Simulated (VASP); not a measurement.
# AlN (P6_3mc) in VASP: further runs

AlN is run at these levels: r2SCAN; tasks: single point, relaxation of the atoms, relaxation of cell and atoms.

All numbers are computed with VASP 6.6.1; they aren't measurements. Logs are shortened: lines on timing, memory, paths and dates and some standing lists are left out, and cuts for length are marked.

## (1) The cell of the first run

It takes space group P6_3mc (No. 186, hexagonal). Conventional cell: a = 3.107 Å, b = 3.107 Å, c = 4.979 Å, α = 90.00°, β = 90.00°, γ = 120.00°. Al (site symmetry 3m) has 4 N at 1.89 to 1.90 Å within 2.5 Å. Within 2.5 Å of N (site symmetry 3m) lie 4 Al at 1.89 to 1.90 Å.

## (2) Single point, r2SCAN

POSCAR

```
AlN
1.0
    0.0000000000      0.0000000000      4.9785739302
    3.1066970521     -5.3809571379      0.0000000000
    3.1066970521      5.3809571379      0.0000000000
Al N
8 8
Direct
    0.4992049918      0.6666666667      0.3333333333
    0.4992049918      0.1666666667      0.3333333333
    0.4992049918      0.6666666667      0.8333333333
    0.4992049918      0.1666666667      0.8333333333
    0.9992049918      0.3333333333      0.1666666667
    0.9992049918      0.8333333333      0.1666666667
    0.9992049918      0.3333333333      0.6666666667
    0.9992049918      0.8333333333      0.6666666667
    0.8807950082      0.6666666667      0.3333333333
    0.8807950082      0.1666666667      0.3333333333
    0.8807950082      0.6666666667      0.8333333333
    0.8807950082      0.1666666667      0.8333333333
    0.3807950082      0.3333333333      0.1666666667
    0.3807950082      0.8333333333      0.1666666667
    0.3807950082      0.3333333333      0.6666666667
    0.3807950082      0.8333333333      0.6666666667
```

INCAR.step1

```
SYSTEM = AlN
PREC     = Accurate       ! precision mode
ENCUT    = 520            ! plane-wave cutoff, eV
ISMEAR   = 0              ! smearing method
SIGMA    = 0.1            ! smearing width, eV
LREAL    = Auto         
LASPH    = .True.         ! aspherical terms in the spheres
NELM     = 60             ! most SCF steps
NBANDS   = 46             ! bands
GGA      = PE             ! functional
ALGO     = Normal         ! electronic algorithm
EDIFF    = 1E-4           ! SCF threshold, eV
LWAVE    = .True.         ! write WAVECAR
LCHARG   = .False.        ! write CHGCAR
```

INCAR.step2

```
SYSTEM = AlN
PREC     = Accurate       ! precision mode
ENCUT    = 520            ! plane-wave cutoff, eV
EDIFF    = 1E-6           ! SCF threshold, eV
ISMEAR   = 0              ! smearing method
SIGMA    = 0.1            ! smearing width, eV
LREAL    = Auto         
LASPH    = .True.         ! aspherical terms in the spheres
NELM     = 60             ! most SCF steps
ALGO     = Normal         ! electronic algorithm
ISIF     = 2              ! what is computed and relaxed
LWAVE    = .False.        ! write WAVECAR
LCHARG   = .True.         ! write CHGCAR
METAGGA  = R2SCAN         ! meta-GGA
LMIXTAU  = .True.       
LELF     = .True.         ! ELF
LVHAR    = .True.       
NBANDS   = 46             ! bands
ISTART   = 1
```

KPOINTS

```
Automatic mesh
0
Gamma
  8 6 6
  0 0 0
```

Potentials or basis: VASP PAW PBE potentials, release 64 (Al, N).

Command:

```
$ cat potpaw_PBE.64/Al/POTCAR potpaw_PBE.64/N/POTCAR > POTCAR
$ cp INCAR.step1 INCAR
$ mpirun -np 1 vasp_std > vasp.out
$ cp INCAR.step2 INCAR
$ mpirun -np 1 vasp_std > vasp.out
```

OUTCAR:

```text
SYSTEM = AlN
   PREC = Accurate
   ENCUT = 520
   EDIFF = 1E-6
   ISMEAR = 0
   LREAL = Auto
   LASPH = .True.
   NELM = 60
   ISIF = 2
   METAGGA = R2SCAN
   ISTART = 1

 ion  position               nearest neighbor table
   1  0.499  0.667  0.333-  14 1.89  13 1.89  16 1.89   9 1.90   6 3.07   6 3.07   8 3.07   5 3.07
                             5 3.07   8 3.07   2 3.11   3 3.11   2 3.11   3 3.11   4 3.11   4 3.11
   2  0.499  0.167  0.333-  13 1.89  14 1.89  15 1.89  10 1.90   5 3.07   5 3.07   7 3.07   6 3.07
                             6 3.07   7 3.07   1 3.11   4 3.11   1 3.11   4 3.11   3 3.11   3 3.11
   3  0.499  0.667  0.833-  16 1.89  15 1.89  14 1.89  11 1.90   8 3.07   8 3.07   6 3.07   6 3.07
                             7 3.07   7 3.07   4 3.11   4 3.11   1 3.11   1 3.11   2 3.11   2 3.11
   4  0.499  0.167  0.833-  15 1.89  13 1.89  16 1.89  12 1.90   7 3.07   7 3.07   8 3.07   5 3.07
                             5 3.07   8 3.07   3 3.11   3 3.11   2 3.11   2 3.11   1 3.11   1 3.11
   5  0.999  0.333  0.167-  10 1.89   9 1.89  12 1.89  13 1.90   2 3.07   2 3.07   4 3.07   1 3.07
                             1 3.07   4 3.07   6 3.11   6 3.11   7 3.11   7 3.11   8 3.11   8 3.11
   6  0.999  0.833  0.167-   9 1.89  10 1.89  11 1.89  14 1.90   1 3.07   1 3.07   3 3.07   2 3.07
                             2 3.07   3 3.07   5 3.11   5 3.11   8 3.11   8 3.11   7 3.11   7 3.11
   7  0.999  0.333  0.667-  12 1.89  11 1.89  10 1.89  15 1.90   4 3.07   4 3.07   2 3.07   2 3.07
                             3 3.07   3 3.07   8 3.11   5 3.11   8 3.11   5 3.11   6 3.11   6 3.11
   8  0.999  0.833  0.667-  11 1.89   9 1.89  12 1.89  16 1.90   3 3.07   3 3.07   4 3.07   1 3.07
                             1 3.07   4 3.07   7 3.11   6 3.11   7 3.11   6 3.11   5 3.11   5 3.11
   9  0.881  0.667  0.333-   6 1.89   5 1.89   8 1.89   1 1.90
[... 14 lines left out ...]
 A1 = (   3.1066970521,  -5.3809571379,   0.0000000000)
 A2 = (   3.1066970521,   5.3809571379,   0.0000000000)
 A3 = (   0.0000000000,   0.0000000000,   4.9785739302)

Analysis of symmetry for initial positions (statically):
=====================================================================
 Subroutine PRICEL returns following result:

  LATTYP: Found a hexagonal cell.
 ALAT       =     3.1066970521
 C/A-ratio  =     1.6025295826

  Lattice vectors:

 A1 = (   1.5533485260,  -2.6904785690,   0.0000000000)
 A2 = (   1.5533485260,   2.6904785690,   0.0000000000)
 A3 = (   0.0000000000,   0.0000000000,   4.9785739302)

   4 primitive cells build up your supercell.

 Routine SETGRP: Setting up the symmetry group for a
 hexagonal supercell.

 Subroutine GETGRP returns: Found 12 space group operations
 (whereof  6 operations were pure point group operations)
 out of a pool of 24 trial point group operations.

The static configuration has the point symmetry C_3v.
 The point group associated with its full space group is C_6v.

Analysis of symmetry for dynamics (positions and initial velocities):
=====================================================================
 Subroutine PRICEL returns following result:

  LATTYP: Found a hexagonal cell.
 ALAT       =     3.1066970521
[... 142 lines left out ...]
     AMIX_MAG =   1.60;   BMIX_MAG =  1.00
  volume/ion in A,a.u.               =      10.40        70.21
  Fermi-wavevector in a.u.,A,eV,Ry     =   1.190430  2.249586 19.281122  1.417122
  Thomas-Fermi vector in A             =   2.326514
   LORBIT       =      0    0 simple, 1 ext, 2 COOP (PROOUT), +10 PAW based schemes
   METAGGA = R2SCAN    functional components
   LHFCALC =     F    Hartree Fock is set to
   AEXX    =    0.0000 exact exchange contribution
   IVDW    =     0    specifies the selected vdW correction
   LEPSILON=     F    determine dielectric tensor
   LRPA    =     F    only Hartree local field effects (RPA)
 non-spin polarized calculation
 Gauss-broadening in eV      SIGMA  =   0.10
  energy-cutoff  :      520.00
  volume of cell :      166.45
 maximum number of plane-waves:      4518
 NGX is ok and might be reduce to    40
   NGX = 19   NGY = 23   NGZ = 23

 number of electron      63.9999985 magnetization

 Free energy of the ion-electron system (eV)
  ---------------------------------------------------
  ext. energy  EPLUGINS =         0.00000000
  ---------------------------------------------------
  free energy    TOTEN  =      -153.82711380 eV

  energy without entropy =     -153.82711380  energy(sigma->0) =     -153.82711380

 E-fermi :   6.3552     XC(G=0): -11.4167

 val. band max:        5.9174705458   @ k =   0.0000   0.0000   0.0000
 cond. band min:      10.8379399361   @ k =   0.0000   0.0000   0.0000
 fundamental gap:      4.9204693903
 Fermi energy:         6.3551556719

 k-point     1 :       0.0000    0.0000    0.0000
  band No.  band energies     occupation
      1     -10.0626      2.00000
      2      -8.1148      2.00000
      3      -8.1148      2.00000
      4      -8.1148      2.00000
      5      -7.9407      2.00000
      6      -7.4259      2.00000
[... 1117 lines left out ...]
     43      15.8817      0.00000
     44      15.8989      0.00000

 [... further k-points ...]

 [bands above 44 left out]

------------------------ aborting loop because EDIFF is reached ----------------------------------------

  FORCE on cell =-STRESS in cart. coord.  units (eV):
  Direction    XX          YY          ZZ          XY          YZ          ZX
  --------------------------------------------------------------------------------------
  -------------------------------------------------------------------------------------
  Total       -0.4024529     -0.4024529     -0.3710737      0.0000000      0.0000000      0.0000000
  in kB       -3.8737557     -3.8737557     -3.5717199      0.0000000      0.0000000      0.0000000
  external PRESSURE =      -3.7730771 kB  Pullay stress =       0.0000000 kB

 VOLUME and BASIS-vectors are now :
 -----------------------------------------------------------------------------
  energy-cutoff  :      520.00
  volume of cell :      166.45
      direct lattice vectors                 reciprocal lattice vectors
     0.000000000  0.000000000  4.978573930     0.000000000  0.000000000  0.200860731
     3.106697052 -5.380957138  0.000000000     0.160942632 -0.092920272  0.000000000
     3.106697052  5.380957138  0.000000000     0.160942632  0.092920272  0.000000000

 POSITION                                       TOTAL-FORCE (eV/Angst)
 -----------------------------------------------------------------------------------
      3.10670     -1.79365      2.48533         0.000000     -0.000000     -0.000661
      1.55335      0.89683      2.48533         0.000000      0.000000     -0.000661
      4.66005      0.89683      2.48533        -0.000000      0.000000     -0.000661
      3.10670      3.58730      2.48533         0.000000      0.000000     -0.000661
      1.55335     -0.89683      4.97462        -0.000000     -0.000000     -0.000661
      3.10670     -3.58730      4.97462         0.000000     -0.000000     -0.000661
[... 8 lines left out ...]
      3.10670      1.79365      1.89582        -0.000000      0.000000      0.000661
      4.66005     -0.89683      1.89582        -0.000000      0.000000      0.000661
 -----------------------------------------------------------------------------------
    total drift:                               -0.000000     -0.000000     -0.049632

  FREE ENERGIE OF THE ION-ELECTRON SYSTEM (eV)
  ---------------------------------------------------
  free  energy   TOTEN  =      -153.8271137993 eV

  energy  without entropy=     -153.8271137993  energy(sigma->0) =     -153.82711380
```

OUTCAR.step1:

```text
SYSTEM = AlN
   PREC = Accurate
   ENCUT = 520
   ISMEAR = 0
   LREAL = Auto
   LASPH = .True.
   NELM = 60
   GGA = PE
[... 1406 lines left out ...]
      3.10670     -3.58730      4.97462        -0.000000     -0.000000     -0.006361
[... 8 lines left out ...]
      3.10670      1.79365      1.89582        -0.000000      0.000000      0.006361
      4.66005     -0.89683      1.89582         0.000000     -0.000000      0.006361
 -----------------------------------------------------------------------------------
    total drift:                               -0.000000     -0.000000      0.050412

  FREE ENERGIE OF THE ION-ELECTRON SYSTEM (eV)
  ---------------------------------------------------
  free  energy   TOTEN  =      -119.0725739139 eV

  energy  without entropy=     -119.0725739139  energy(sigma->0) =     -119.07257391
```

It took 14 min on 1 thread of AMD EPYC 9R45 (Zen 5), shared host; peak memory 0.37 GiB.

Results:

| Property | Result |
| --- | --- |
| Free energy | -153.8271 eV |
| Pressure | -0.4 GPa |
| Band gap on the k mesh | 4.92 eV |

Caveat: the PAW data sets were made with another functional, which shifts forces and pressure a little. A k mesh can miss the band edges.

(Part 1 of 2 ends here.)
